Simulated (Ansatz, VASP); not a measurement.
# BN: VASP beside Ansatz

```
CELL_PARAMETERS angstrom
2.56659 0.00000 0.00000
-1.28330 2.22273 0.00000
0.00000 0.00000 6.66120
ATOMIC_POSITIONS crystal
B 0.33333 0.66667 0.25000
B 0.66667 0.33333 0.75000
N 0.33333 0.66667 0.75000
N 0.66667 0.33333 0.25000
```

Change from the starting cell: strain +0.025 along x and y, +0.000 along z, atoms carried along.

Alike in both runs: task single point; functional r2SCAN; k mesh 12 × 12 × 4; occupations gaussian, width 0.05 eV; no spin polarisation.

|  | VASP | Ansatz |
| --- | --- | --- |
| version | VASP 6.6.1 | Ansatz 0.2.0 |
| potentials or method | VASP PAW PBE potentials, release 64 (B, N), cutoff 520 eV | scalar-relativistic, plane waves, PAW |
| valence electrons in the cell | 16 | 16 |

|  | VASP | Ansatz | Ansatz less VASP |
| --- | --- | --- | --- |
| gap on the k mesh at the Fermi level (eV) | 4.73 | 4.70 | -0.034 |
| least direct gap on the mesh (eV) | 5.11 | 5.08 | -0.032 |
| pressure (GPa) | -16.5 | -16.8 | -0.34 |
| traceless stress, the component that is largest in VASP (GPa) | 16.98 | 17.57 | +0.592 |

VASP's potentials were made for PBE, not for r2SCAN.
